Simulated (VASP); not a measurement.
# SiO2 (I-42d) in VASP: further runs, part 2 of 2

VASP 6.6.1. Earlier steps stand in the parts before.

## Step 4: Single point, LDA

INCAR

```
SYSTEM = SiO2
PREC = Accurate
ENCUT = 520
EDIFF = 1E-7
ISMEAR = -1
SIGMA = 0.05
LREAL = .False.
LASPH = .True.
NELM = 80
ALGO = Normal
ISIF = 2
LWAVE = .False.
LCHARG = .False.
GGA = CA
NBANDS = 25
```

KPOINTS

```
Automatic mesh
0
Gamma
  6 6 6
  0 0 0
```

POSCAR

```
SiO2
1.0
   -2.3740500000      2.3740500000      3.7440000000
    2.3740500000     -2.3740500000      3.7440000000
    2.3740500000      2.3740500000     -3.7440000000
Si O
2 4
Direct
    0.0000000000      0.0000000000      0.0000000000
    0.7500000000      0.2500000000      0.5000000000
    0.9983800000      0.6250000000      0.8733800000
    0.3750000000      0.2483800000      0.3733800000
    0.7516200000      0.1250000000      0.1266200000
    0.8750000000      0.0016200000      0.6266200000
```

Potentials or basis: VASP PAW LDA potentials, release 64 (Si, O).

On the command line:

```console
> cat potpaw_LDA.64/Si/POTCAR potpaw_LDA.64/O/POTCAR > POTCAR
> mpirun -np 1 vasp_std > vasp.out
```

OUTCAR:

```text
SYSTEM = SiO2
   PREC = Accurate
   ENCUT = 520
   EDIFF = 1E-7
   ISMEAR = -1
   LREAL = .False.
   LASPH = .True.
   NELM = 80
   ISIF = 2
   GGA = CA

 ion  position               nearest neighbor table
   1  0.000  0.000  0.000-   3 1.62   4 1.62   5 1.62   6 1.62   2 3.02   2 3.02   2 3.02   2 3.02

   2  0.750  0.250  0.500-   3 1.62   4 1.62   5 1.62   6 1.62   1 3.02   1 3.02   1 3.02   1 3.02

   3  0.998  0.625  0.873-   1 1.62   2 1.62
   4  0.375  0.248  0.373-   1 1.62   2 1.62
   5  0.752  0.125  0.127-   1 1.62   2 1.62
   6  0.875  0.002  0.627-   1 1.62   2 1.62

  LATTYP: Found a body centered tetragonal cell.
 ALAT       =     4.7481000000
 C/A-ratio  =     1.5770518734

  Lattice vectors:

 A1 = (  -2.3740500000,   2.3740500000,   3.7440000000)
 A2 = (   2.3740500000,  -2.3740500000,   3.7440000000)
 A3 = (   2.3740500000,   2.3740500000,  -3.7440000000)

Analysis of symmetry for initial positions (statically):
=====================================================================
 Subroutine PRICEL returns:
 Original cell was already a primitive cell.

 Routine SETGRP: Setting up the symmetry group for a
 body centered tetragonal supercell.

 Subroutine GETGRP returns: Found  8 space group operations
 (whereof  4 operations were pure point group operations)
 out of a pool of 16 trial point group operations.

The static configuration has the point symmetry S_4 .
 The point group associated with its full space group is D_2d.

Analysis of symmetry for dynamics (positions and initial velocities):
=====================================================================
 Subroutine PRICEL returns:
 Original cell was already a primitive cell.

 Routine SETGRP: Setting up the symmetry group for a
 body centered tetragonal supercell.

 Subroutine GETGRP returns: Found  8 space group operations
 (whereof  4 operations were pure point group operations)
 out of a pool of 16 trial point group operations.

The dynamic configuration has the point symmetry S_4 .
 The point group associated with its full space group is D_2d.

 Subroutine INISYM returns: Found  8 space group operations
 (whereof  4 operations are pure point group operations),
 and found     1 'primitive' translations

----------------------------------------------------------------------------------------

                                     Primitive cell

  volume of cell :      84.4064

  direct lattice vectors                    reciprocal lattice vectors
    -2.374050000  2.374050000  3.744000000     0.000000000  0.210610560  0.133547009
     2.374050000 -2.374050000  3.744000000     0.210610560  0.000000000  0.133547009
     2.374050000  2.374050000 -3.744000000     0.210610560  0.210610560  0.000000000

  length of vectors
     5.028892801  5.028892801  5.028892801     0.249382460  0.249382460  0.297848310

  position of ions in fractional coordinates (direct lattice)
     0.000000000  0.000000000  0.000000000
     0.750000000  0.250000000  0.500000000
     0.998380000  0.625000000  0.873380000
[... 35 lines left out ...]
 ===========================================

 Found     30 irreducible k-points:

 Following reciprocal coordinates:
            Coordinates               Weight
  0.000000  0.000000  0.000000      1.000000
  0.166667  0.000000  0.000000      8.000000
  0.333333 -0.000000  0.000000      8.000000
  0.500000  0.000000  0.000000      4.000000
  0.166667  0.166667  0.000000      8.000000
  0.333333  0.166667  0.000000     16.000000
[... 16 lines left out ...]
 -0.333333 -0.333333  0.166667      8.000000
 -0.166667 -0.333333  0.166667      8.000000
 [... further k-points ...]
   k-points           NKPTS =     30   k-points in BZ     NKDIM =     30   number of bands    NBANDS=     25
   number of dos      NEDOS =    301   number of ions     NIONS =      6
   total plane-waves  NPLWV =  64000
   dimension x,y,z NGX =    40 NGY =   40 NGZ =   40
   dimension x,y,z NGXF=    80 NGYF=   80 NGZF=   80
   ions per type =               2   4
   NGX,Y,Z   is equivalent  to a cutoff of  13.22, 13.22, 13.22 a.u.
   NGXF,Y,Z  is equivalent  to a cutoff of  26.45, 26.45, 26.45 a.u.
 SYSTEM =  SiO2
   PREC   = accura    normal or accurate (medium, high low for compatibility)
   ISTART =      0    job   : 0-new  1-cont  2-samecut
   ICHARG =      2    charge: 1-file 2-atom 10-const
   ISPIN  =      1    spin polarized calculation?
   LNONCOLLINEAR =      F non collinear calculations
   LSORBIT =      F    spin-orbit coupling
   LASPH  =      T    aspherical Exc in radial PAW
   ENCUT  =  520.0 eV  38.22 Ry    6.18 a.u.   9.35  9.35  9.35*2*pi/ulx,y,z
   NELM   =     80;   NELMIN=  2; NELMDL= -5     # of ELM steps
   EDIFF  = 0.1E-06   stopping-criterion for ELM
   LREAL  =      F    real-space projection
   EDIFFG = 0.1E-05   stopping-criterion for IOM
   NSW    =      0    number of steps for IOM
   IBRION =     -1    ionic relax: 0-MD 1-quasi-New 2-CG
   NFREE  =      0    steps in history (QN), initial steepest desc. (CG)
   ISIF   =      2    stress and relaxation
   ISYM   =      2    0-nonsym 1-usesym 2-fastsym
   POTIM  = 0.5000    time-step for ionic-motion
   TEBEG  =    0.0;   TEEND  =   0.0 temperature during run
   PSTRESS=    0.0 pullay stress
   NELECT =      32.0000    total number of electrons
   NUPDOWN=      -1.0000    fix difference up-down
   EMIN   =  10.00;   EMAX   =-10.00  energy-range for DOS
   EFERMI =   0.00;   METHOD = LEGACY
   ISMEAR =    -1;   SIGMA  =   0.05  broadening in eV -4-tet -1-fermi 0-gaus
   EFERMI_NEDOS =   21; number of points for ismear=-14 and -15
   IALGO  =     38    algorithm
   IMIX   =      4    mixing-type and parameters
     AMIX     =   0.40;   BMIX     =  1.00
     AMIX_MAG =   1.60;   BMIX_MAG =  1.00
  volume/ion in A,a.u.               =      14.07        94.93
  Fermi-wavevector in a.u.,A,eV,Ry     =   1.184858  2.239057 19.101062  1.403888
  Thomas-Fermi vector in A             =   2.321064
   LORBIT       =      0    0 simple, 1 ext, 2 COOP (PROOUT), +10 PAW based schemes
   GGA     = CA    functional components
   LHFCALC =     F    Hartree Fock is set to
   AEXX    =    0.0000 exact exchange contribution
   IVDW    =     0    specifies the selected vdW correction
   LEPSILON=     F    determine dielectric tensor
   LRPA    =     F    only Hartree local field effects (RPA)
 non-spin polarized calculation
  energy-cutoff  :      520.00
  volume of cell :       84.41
 maximum number of plane-waves:      2317
 NGX is ok and might be reduce to    40
   NGX = 19   NGY = 19   NGZ = 19

 number of electron      32.0000013 magnetization

 Free energy of the ion-electron system (eV)
  ---------------------------------------------------
  ext. energy  EPLUGINS =         0.00000000
  ---------------------------------------------------
  free energy    TOTEN  =       -51.82313016 eV

  energy without entropy =      -51.82313016  energy(sigma->0) =      -51.82313016

 E-fermi :   0.7819     XC(G=0):  -9.1267

 val. band max:       -0.3765445947   @ k =   0.0000   0.0000   0.0000
 cond. band min:       5.4405903258   @ k =   0.0000   0.0000   0.0000
 fundamental gap:      5.8171349205
 Fermi energy:         0.7818977079

 k-point     1 :       0.0000    0.0000    0.0000
  band No.  band energies     occupation
      1     -19.2366      2.00000
      2     -17.0455      2.00000
      3     -17.0237      2.00000
      4     -17.0237      2.00000
      5      -9.2171      2.00000
      6      -5.6938      2.00000
[... 661 lines left out ...]
     24      12.9045      0.00000
     25      13.4341      0.00000

 [... further k-points ...]

------------------------ aborting loop because EDIFF is reached ----------------------------------------

  FORCE on cell =-STRESS in cart. coord.  units (eV):
  Direction    XX          YY          ZZ          XY          YZ          ZX
  --------------------------------------------------------------------------------------
  -------------------------------------------------------------------------------------
  Total       -0.9003800     -0.9003800     -1.9090004      0.0000000      0.0000000      0.0000000
  in kB      -17.0907392    -17.0907392    -36.2360668      0.0000000      0.0000000      0.0000000
  external PRESSURE =     -23.4725151 kB  Pullay stress =       0.0000000 kB

 VOLUME and BASIS-vectors are now :
 -----------------------------------------------------------------------------
  energy-cutoff  :      520.00
  volume of cell :       84.41
      direct lattice vectors                 reciprocal lattice vectors
    -2.374050000  2.374050000  3.744000000     0.000000000  0.210610560  0.133547009
     2.374050000 -2.374050000  3.744000000     0.210610560  0.000000000  0.133547009
     2.374050000  2.374050000 -3.744000000     0.210610560  0.210610560  0.000000000

 POSITION                                       TOTAL-FORCE (eV/Angst)
 -----------------------------------------------------------------------------------
      0.00000      0.00000      0.00000         0.000000     -0.000000      0.000000
      0.00000      2.37405      1.87200        -0.000000     -0.000000     -0.000000
      1.18702      2.95987      2.80800         0.000000     -0.252665     -0.000000
      0.58582      1.18702      0.93600        -0.252665     -0.000000     -0.000000
     -1.18702      1.78823      2.80800         0.000000      0.252665      0.000000
     -0.58582      3.56107      0.93600         0.252665     -0.000000      0.000000
 -----------------------------------------------------------------------------------
    total drift:                                0.000002      0.000002      0.000003

  FREE ENERGIE OF THE ION-ELECTRON SYSTEM (eV)
  ---------------------------------------------------
  free  energy   TOTEN  =       -51.8231301634 eV

  energy  without entropy=      -51.8231301634  energy(sigma->0) =      -51.82313016
```

Run time: 82 s. Hardware: 1 thread of AMD EPYC 7R13, shared host; peak memory 0.18 GiB.

What came out:

| Property | Result |
| --- | --- |
| Free energy | -51.8231 eV |
| Pressure | -2.3 GPa |
| Largest force | 0.253 eV/Å |
| Band gap on the k mesh | 5.82 eV |

Forces on the atoms (eV/Å):
```
Si   0.000  0.000  0.000
Si   0.000  0.000  0.000
O    0.000 -0.253  0.000
O   -0.253  0.000  0.000
O    0.000  0.253  0.000
O    0.253  0.000  0.000
```

A k mesh can miss the band edges. A hybrid or GW would open this gap; LDA tends to underestimate it.

## Step 5: Summary

| level | potentials or basis | gap on the mesh (eV) | pressure (GPa) | largest force (eV/Å) |
| --- | --- | --- | --- | --- |
| BLYP | VASP PAW PBE potentials, release 64 (Si, O) | 6.08 | 5.6 | 0.18 |
| PBEsol | VASP PAW PBE potentials, release 64 (Si, O) | 5.97 | 1.6 | 0.03 |
| LDA | VASP PAW LDA potentials, release 64 (Si, O) | 5.82 | -2.3 | 0.25 |

Alike in all rows: task single point; no spin polarisation; cell as given; k mesh 6 × 6 × 6; cutoff (eV) 520; smearing fermi-dirac 0.05 eV.

Caveats: the PAW data sets were made with another functional, which shifts forces and pressure a little (at least some runs); the cell stands under pressure (at least some runs).

Total energies depend on the potentials used, so only differences within one code and one set of settings carry meaning.
